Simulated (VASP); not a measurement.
# Cl in VASP: a series of runs

Cl is run at these levels: r2SCAN; tasks: single point.

Everything below comes from runs of VASP 6.6.1. Logs are shortened: lines on timing, memory, paths and dates and some standing lists are left out, and cuts for length are marked.

**1. The cell of the first run**

The cell holds a disordered packing, 24 atoms: a = 9.967 Å, b = 9.967 Å, c = 9.967 Å, α = 90.00°, β = 90.00°, γ = 90.00°.

**2. Single point, r2SCAN**

File POSCAR:

```
Cl
1.0
    9.9665550000      0.0000000000      0.0000000000
    0.0000000000      9.9665550000      0.0000000000
    0.0000000000      0.0000000000      9.9665550000
Cl
24
Direct
    0.1353795669      0.8318598125      0.5554287757
    0.3120879956      0.7638332040      0.6240476855
    0.2012423587      0.0711004667      0.1159553377
    0.0304930680      0.1701216669      0.1506673534
    0.8698769890      0.6794909023      1.0499072050
    0.9750987644      0.8117973251      0.9427537565
    0.8649048154     -0.0388165267      0.4674252188
    0.9022462178      0.1572407120      0.4979552662
    0.2515605566      0.1128904176      0.8206407936
    0.3123122516      0.1485533972      0.6315104528
    0.4692388637      0.8855504794      0.2873639898
    0.4920152585      0.9135961396      0.0900225102
    0.7622334603      0.5675747682      0.6320851231
    0.5961751723      0.6640445266      0.5679929213
    0.0091506696      0.4751204232      0.4528311016
    0.2013799247      0.4362594151      0.4099296397
    0.5578152385      0.4377734328      0.0953139567
    0.6041209406      0.4606831069     -0.0982327823
    0.6054867877     -0.0337579850      0.7935818915
    0.6214417804      0.1634901570      0.8335394654
    0.4959174350      0.1776404271      0.3602715092
    0.5105829665      0.3750502420      0.3951617714
    0.1966771704      0.4828561119      0.9365224555
    0.0999981478      0.4786996778      0.7614453019
```

File INCAR.step1:

```
SYSTEM = Cl
PREC     = Accurate       ! precision mode
ENCUT    = 520            ! plane-wave cutoff, eV
ISMEAR   = -1             ! smearing method
SIGMA    = 0.05           ! smearing width, eV
LREAL    = Auto         
LASPH    = .True.         ! aspherical terms in the spheres
NELM     = 100            ! most SCF steps
NBANDS   = 102            ! bands
GGA      = PE             ! functional
ALGO     = Normal         ! electronic algorithm
EDIFF    = 1E-4           ! SCF threshold, eV
LWAVE    = .True.         ! write WAVECAR
LCHARG   = .False.        ! write CHGCAR
```

File INCAR.step2:

```
SYSTEM = Cl
PREC     = Accurate       ! precision mode
ENCUT    = 520            ! plane-wave cutoff, eV
EDIFF    = 1E-7           ! SCF threshold, eV
ISMEAR   = -1             ! smearing method
SIGMA    = 0.05           ! smearing width, eV
LREAL    = Auto         
LASPH    = .True.         ! aspherical terms in the spheres
NELM     = 100            ! most SCF steps
ALGO     = Normal         ! electronic algorithm
ISIF     = 2              ! what is computed and relaxed
LWAVE    = .False.        ! write WAVECAR
LCHARG   = .False.        ! write CHGCAR
METAGGA  = R2SCAN         ! meta-GGA
LMIXTAU  = .True.       
NBANDS   = 102            ! bands
ISTART   = 1
```

File KPOINTS:

```
regular mesh
0
Gamma
  1 1 1
  0 0 0
```

Potentials or basis: VASP PAW PBE potentials, release 64 (Cl).

Started as:

```sh
cat potpaw_PBE.64/Cl/POTCAR > POTCAR
cp INCAR.step1 INCAR
mpirun -np 1 vasp_gam > vasp.out
cp INCAR.step2 INCAR
mpirun -np 1 vasp_gam > vasp.out
```

OUTCAR:

```text
SYSTEM = Cl
   PREC = Accurate
   ENCUT = 520
   EDIFF = 1E-7
   ISMEAR = -1
   LREAL = Auto
   LASPH = .True.
   NELM = 100
   ISIF = 2
   METAGGA = R2SCAN
   ISTART = 1

 ion  position               nearest neighbor table
   1  0.135  0.832  0.555-   2 2.01
   2  0.312  0.764  0.624-   1 2.01
   3  0.201  0.071  0.116-   4 2.00
   4  0.030  0.170  0.151-   3 2.00
   5  0.870  0.679  0.050-   6 1.99
   6  0.975  0.812  0.943-   5 1.99
[... 16 lines left out ...]
  23  0.197  0.483  0.937-  24 1.99
  24  0.100  0.479  0.761-  23 1.99

  LATTYP: Found a simple cubic cell.
 ALAT       =     9.9665550000

  Lattice vectors:

 A1 = (   9.9665550000,   0.0000000000,   0.0000000000)
 A2 = (   0.0000000000,   9.9665550000,   0.0000000000)
 A3 = (   0.0000000000,   0.0000000000,   9.9665550000)

Analysis of symmetry for initial positions (statically):
=====================================================================
 Subroutine PRICEL returns:
 Original cell was already a primitive cell.

 Routine SETGRP: Setting up the symmetry group for a
 simple cubic supercell.

 Subroutine GETGRP returns: Found  1 space group operations
 (whereof  1 operations were pure point group operations)
 out of a pool of 48 trial point group operations.

The static configuration has the point symmetry C_1 .

Analysis of symmetry for dynamics (positions and initial velocities):
=====================================================================
 Subroutine PRICEL returns:
 Original cell was already a primitive cell.

 Routine SETGRP: Setting up the symmetry group for a
 simple cubic supercell.

 Subroutine GETGRP returns: Found  1 space group operations
 (whereof  1 operations were pure point group operations)
 out of a pool of 48 trial point group operations.

The dynamic configuration has the point symmetry C_1 .

 Subroutine INISYM returns: Found  1 space group operations
 (whereof  1 operations are pure point group operations),
 and found     1 'primitive' translations

----------------------------------------------------------------------------------------

                                     Primitive cell

  volume of cell :     990.0000

  direct lattice vectors                    reciprocal lattice vectors
     9.966555000  0.000000000  0.000000000     0.100335572  0.000000000  0.000000000
     0.000000000  9.966555000  0.000000000     0.000000000  0.100335572  0.000000000
     0.000000000  0.000000000  9.966555000     0.000000000  0.000000000  0.100335572

  length of vectors
     9.966555000  9.966555000  9.966555000     0.100335572  0.100335572  0.100335572

  position of ions in fractional coordinates (direct lattice)
     0.135379567  0.831859812  0.555428776
     0.312087996  0.763833204  0.624047686
     0.201242359  0.071100467  0.115955338
     0.030493068  0.170121667  0.150667353
     0.869876989  0.679490902  0.049907205
     0.975098764  0.811797325  0.942753756
[... 16 lines left out ...]
     0.196677170  0.482856112  0.936522455
     0.099998148  0.478699678  0.761445302

  ion indices of the primitive-cell ions
   primitive index   ion index
                 1           1
                 2           2
                 3           3
                 4           4
                 5           5
                 6           6
[... 16 lines left out ...]
                23          23
                24          24

----------------------------------------------------------------------------------------

 KPOINTS: regular mesh

Automatic generation of k-mesh.
 Grid dimensions read from file:
 generate k-points for:    1    1    1

 Generating k-lattice:

  Cartesian coordinates                     Fractional coordinates (reciprocal lattice)
     0.100335572  0.000000000  0.000000000     1.000000000  0.000000000  0.000000000
     0.000000000  0.100335572  0.000000000     0.000000000  1.000000000  0.000000000
     0.000000000  0.000000000  0.100335572     0.000000000  0.000000000  1.000000000

  Length of vectors
     0.100335572  0.100335572  0.100335572

  Shift w.r.t. Gamma in fractional coordinates (k-lattice)
     0.000000000  0.000000000  0.000000000

 Subroutine IBZKPT returns following result:
 ===========================================

 Found      1 irreducible k-points:

 Following reciprocal coordinates:
            Coordinates               Weight
  0.000000  0.000000  0.000000      1.000000
   k-points           NKPTS =      1   k-points in BZ     NKDIM =      1   number of bands    NBANDS=    102
   number of dos      NEDOS =    301   number of ions     NIONS =     24
   total plane-waves  NPLWV = 512000
   dimension x,y,z NGX =    80 NGY =   80 NGZ =   80
   dimension x,y,z NGXF=   160 NGYF=  160 NGZF=  160
   ions per type =              24
   NGX,Y,Z   is equivalent  to a cutoff of  13.34, 13.34, 13.34 a.u.
   NGXF,Y,Z  is equivalent  to a cutoff of  26.69, 26.69, 26.69 a.u.
 SYSTEM =  Cl
   PREC   = accura    normal or accurate (medium, high low for compatibility)
   ISTART =      1    job   : 0-new  1-cont  2-samecut
   ICHARG =      0    charge: 1-file 2-atom 10-const
   ISPIN  =      1    spin polarized calculation?
   LNONCOLLINEAR =      F non collinear calculations
   LSORBIT =      F    spin-orbit coupling
   LASPH  =      T    aspherical Exc in radial PAW
   ENCUT  =  520.0 eV  38.22 Ry    6.18 a.u.  18.53 18.53 18.53*2*pi/ulx,y,z
   NELM   =    100;   NELMIN=  2; NELMDL=  0     # of ELM steps
   EDIFF  = 0.1E-06   stopping-criterion for ELM
   LREAL  =      T    real-space projection
   EDIFFG = 0.1E-05   stopping-criterion for IOM
   NSW    =      0    number of steps for IOM
   IBRION =     -1    ionic relax: 0-MD 1-quasi-New 2-CG
   NFREE  =      0    steps in history (QN), initial steepest desc. (CG)
   ISIF   =      2    stress and relaxation
   ISYM   =      2    0-nonsym 1-usesym 2-fastsym
   POTIM  = 0.5000    time-step for ionic-motion
   TEBEG  =    0.0;   TEEND  =   0.0 temperature during run
   PSTRESS=    0.0 pullay stress
   NELECT =     168.0000    total number of electrons
   NUPDOWN=      -1.0000    fix difference up-down
   EMIN   =  10.00;   EMAX   =-10.00  energy-range for DOS
   EFERMI =   0.00;   METHOD = LEGACY
   ISMEAR =    -1;   SIGMA  =   0.05  broadening in eV -4-tet -1-fermi 0-gaus
   EFERMI_NEDOS =   21; number of points for ismear=-14 and -15
   IALGO  =     38    algorithm
   IMIX   =      4    mixing-type and parameters
     AMIX     =   0.40;   BMIX     =  1.00
     AMIX_MAG =   1.60;   BMIX_MAG =  1.00
  volume/ion in A,a.u.               =      41.25       278.37
  Fermi-wavevector in a.u.,A,eV,Ry     =   0.906357  1.712767 11.176967  0.821484
  Thomas-Fermi vector in A             =   2.030036
   LORBIT       =      0    0 simple, 1 ext, 2 COOP (PROOUT), +10 PAW based schemes
   METAGGA = R2SCAN    functional components
   LHFCALC =     F    Hartree Fock is set to
   AEXX    =    0.0000 exact exchange contribution
   IVDW    =     0    specifies the selected vdW correction
   LEPSILON=     F    determine dielectric tensor
   LRPA    =     F    only Hartree local field effects (RPA)
 non-spin polarized calculation
  energy-cutoff  :      520.00
  volume of cell :      990.00
 maximum number of plane-waves:     13373
 NGX is ok and might be reduce to    80
   NGX = 37   NGY = 37   NGZ = 37

 number of electron     167.9999993 magnetization

 Free energy of the ion-electron system (eV)
  ---------------------------------------------------
  ext. energy  EPLUGINS =         0.00000000
  ---------------------------------------------------
  free energy    TOTEN  =      -146.49578914 eV

  energy without entropy =     -146.49578913  energy(sigma->0) =     -146.49578914

 E-fermi :  -1.6139     XC(G=0):  -6.3376

 val. band max:       -2.7390665402   @ k =   0.0000   0.0000   0.0000
 cond. band min:      -0.5091879353   @ k =   0.0000   0.0000   0.0000
 fundamental gap:      2.2298786049
 Fermi energy:        -1.6138791467

 k-point     1 :       0.0000    0.0000    0.0000
  band No.  band energies     occupation
      1     -20.4975      2.00000
      2     -20.4369      2.00000
      3     -20.3460      2.00000
      4     -20.2236      2.00000
      5     -20.2028      2.00000
      6     -20.0914      2.00000
[... 88 lines left out ...]
     95       0.6510      0.00000
     96       0.7643      0.00000
 [bands above 96 left out]

------------------------ aborting loop because EDIFF is reached ----------------------------------------

  FORCE on cell =-STRESS in cart. coord.  units (eV):
  Direction    XX          YY          ZZ          XY          YZ          ZX
  --------------------------------------------------------------------------------------
  -------------------------------------------------------------------------------------
  Total       -3.1019538     -3.6942664     -2.3092898      0.4802109      0.0992589     -0.1354814
  in kB       -5.0200807     -5.9786564     -3.7372644      0.7771545      0.1606367     -0.2192578
  external PRESSURE =      -4.9120005 kB  Pullay stress =       0.0000000 kB

 VOLUME and BASIS-vectors are now :
 -----------------------------------------------------------------------------
  energy-cutoff  :      520.00
  volume of cell :      990.00
      direct lattice vectors                 reciprocal lattice vectors
     9.966555000  0.000000000  0.000000000     0.100335572  0.000000000  0.000000000
     0.000000000  9.966555000  0.000000000     0.000000000  0.100335572  0.000000000
     0.000000000  0.000000000  9.966555000     0.000000000  0.000000000  0.100335572

 POSITION                                       TOTAL-FORCE (eV/Angst)
 -----------------------------------------------------------------------------------
      1.34927      8.29078      5.53571         0.199969     -0.042282      0.069121
      3.11044      7.61279      6.21961        -0.187035      0.068788     -0.066722
      2.00569      0.70863      1.15568        -0.216216      0.148551      0.055840
      0.30391      1.69553      1.50163         0.209388     -0.141262     -0.052479
      8.66968      6.77218      0.49740         0.129313      0.177003     -0.136475
      9.71838      8.09082      9.39601        -0.123673     -0.163510      0.111189
[... 16 lines left out ...]
      1.96019      4.81241      9.33390        -0.088015      0.002102     -0.128974
      0.99664      4.77099      7.58899         0.070476     -0.005541      0.130853
 -----------------------------------------------------------------------------------
    total drift:                               -0.001185     -0.003749      0.007014

  FREE ENERGIE OF THE ION-ELECTRON SYSTEM (eV)
  ---------------------------------------------------
  free  energy   TOTEN  =      -146.4957891359 eV

  energy  without entropy=     -146.4957891347  energy(sigma->0) =     -146.49578914
```

It took 10 min on 1 thread of Intel Xeon Platinum 8488C (Sapphire Rapids), shared host; peak memory 1 GiB.

Results:

```
Free energy   : -146.4958 eV
Pressure      : -0.5 GPa
Largest force : 0.479 eV/Å
```

Forces in eV/Å, atoms in the order of the input:
```
Cl   0.200 -0.042  0.069
Cl  -0.187  0.069 -0.067
Cl  -0.216  0.149  0.056
Cl   0.209 -0.141 -0.052
Cl   0.129  0.177 -0.136
Cl  -0.124 -0.164  0.111
Cl   0.075  0.462  0.087
Cl  -0.069 -0.468 -0.076
Cl   0.084  0.043 -0.252
Cl  -0.099 -0.074  0.230
Cl  -0.008  0.010 -0.083
Cl   0.014 -0.031  0.107
Cl  -0.332  0.234 -0.112
Cl   0.332 -0.222  0.106
Cl   0.095 -0.069 -0.035
Cl  -0.103  0.045  0.021
Cl   0.001  0.021 -0.045
Cl   0.003 -0.008  0.042
Cl   0.018  0.266  0.090
Cl  -0.022 -0.271 -0.064
Cl   0.013  0.064 -0.007
Cl   0.001 -0.047  0.008
Cl  -0.088  0.002 -0.129
Cl   0.070 -0.006  0.131
```

Caveat: the k points lie up to 0.63 Å⁻¹ apart; the PAW data sets were made with another functional, which shifts forces and pressure a little.

**3. Single point, r2SCAN**

File POSCAR:

```
Cl
1.0
    9.9665550000      0.0000000000      0.0000000000
    0.0000000000      9.9665550000      0.0000000000
    0.0000000000      0.0000000000      9.9665550000
Cl
24
Direct
    0.1133290289      0.8451064586      0.5384408153
    0.2908728242      0.7955607529      0.6098697092
    0.1549883586      0.0971047669      0.1417139623
    0.0138362754      0.2290761452      0.1043389617
    0.8378521967      0.6935094423      0.9945261929
    0.9673753870      0.8416448813      0.9657900849
    0.8700097476     -0.0368532557      0.4730220222
    0.9003512247      0.1646607077      0.4830555794
    0.2329892325      0.1052720825      0.8195409547
    0.3136991669      0.1617108419      0.6541176966
    0.4513595721      0.8930367614      0.3178931938
    0.4553228272      0.9442079033      0.1259211433
    0.7320583692      0.5370461509      0.6259535015
    0.5790064872      0.6443249448      0.5363538354
   -0.0165854701      0.4952664185      0.4370818201
    0.1892730236      0.4589248742      0.4048239336
    0.5559192720      0.4919553447      0.1154561431
    0.6202945752      0.4443260485     -0.0681077865
    0.6394486360     -0.0299401348      0.7869017930
    0.6372011191      0.1595235264      0.8794011572
    0.5225777613      0.1912596680      0.3697967853
    0.4833164519      0.3843354098      0.4117270210
    0.2109254401      0.4620754112      0.9313147823
    0.1218274519      0.4713564517      0.7519147790
```

File INCAR.step1:

```
SYSTEM = Cl
ALGO     = Normal         ! electronic algorithm
EDIFF    = 1E-4           ! SCF threshold, eV
ENCUT    = 520            ! plane-wave cutoff, eV
GGA      = PE             ! functional
ISMEAR   = -1             ! smearing method
LASPH    = .True.         ! aspherical terms in the spheres
LCHARG   = .False.        ! write CHGCAR
LREAL    = Auto         
LWAVE    = .True.         ! write WAVECAR
NBANDS   = 102            ! bands
NELM     = 60             ! most SCF steps
PREC     = Accurate       ! precision mode
SIGMA    = 0.05           ! smearing width, eV
```

File INCAR.step2:

```
SYSTEM = Cl
ALGO     = Normal         ! electronic algorithm
EDIFF    = 1E-6           ! SCF threshold, eV
ENCUT    = 520            ! plane-wave cutoff, eV
ISIF     = 2              ! what is computed and relaxed
ISMEAR   = -1             ! smearing method
ISTART   = 1            
LASPH    = .True.         ! aspherical terms in the spheres
LCHARG   = .False.        ! write CHGCAR
LMIXTAU  = .True.       
LREAL    = Auto         
LWAVE    = .False.        ! write WAVECAR
METAGGA  = R2SCAN         ! meta-GGA
NBANDS   = 102            ! bands
NELM     = 60             ! most SCF steps
PREC     = Accurate       ! precision mode
SIGMA    = 0.05           ! smearing width, eV
```

File KPOINTS:

```
k-points
0
Gamma
  1 1 1
  0 0 0
```

Potentials or basis: VASP PAW PBE potentials, release 64 (Cl).

Started as:

```sh
cat potpaw_PBE.64/Cl/POTCAR > POTCAR
cp INCAR.step1 INCAR
mpirun -np 1 vasp_gam > vasp.out
cp INCAR.step2 INCAR
mpirun -np 1 vasp_gam > vasp.out
```

It took 9.4 min on 1 thread of Intel Xeon Platinum 8488C (Sapphire Rapids), shared host; peak memory 1 GiB.

Results (log left out):

| Quantity | Value |
| --- | --- |
| Free energy | -145.8213 eV |
| Pressure | -0.4 GPa |
| Largest force | 1.503 eV/Å |

Forces on the atoms (eV/Å):
```
Cl  -0.203  0.283 -0.069
Cl   0.706 -0.337  0.186
Cl   0.340 -0.247  0.058
Cl  -0.444  0.219  0.011
Cl   0.007 -0.013 -0.051
Cl   0.044  0.026  0.022
Cl  -0.303  0.927 -0.116
Cl  -0.029 -0.831 -0.049
Cl  -0.558 -0.426  1.301
Cl   0.607  0.397 -1.317
Cl  -0.060 -0.124  0.127
Cl   0.023 -0.051 -0.179
Cl  -0.874  0.661 -0.617
Cl   0.873 -0.394  0.704
Cl   1.382 -0.309 -0.129
Cl  -1.337  0.131  0.125
Cl   0.041 -0.154 -0.140
Cl  -0.094  0.148  0.158
Cl  -0.029  1.195  0.661
Cl  -0.019 -1.246 -0.742
Cl  -0.272  0.341  0.059
Cl   0.184 -0.326  0.006
Cl  -0.061  0.134 -0.298
Cl   0.077 -0.001  0.288
```

Stress tensor (GPa, compression positive):
```
-0.40  0.21 -0.17
 0.21 -0.71 -0.23
-0.17 -0.23  0.04
```

Levels at points of the mesh, in eV from the Fermi level:
```
           k point  band 80  band 81  band 82  band 83  band 84  band 85  band 86  band 87  band 88  band 89
(0.00, 0.00, 0.00)    -1.15    -1.12    -1.05    -0.93    -0.88     0.86     1.27     1.48     1.56     1.85
```

Caveat: the k points lie up to 0.63 Å⁻¹ apart; the PAW data sets were made with another functional, which shifts forces and pressure a little.

[end of part 1 of 2]
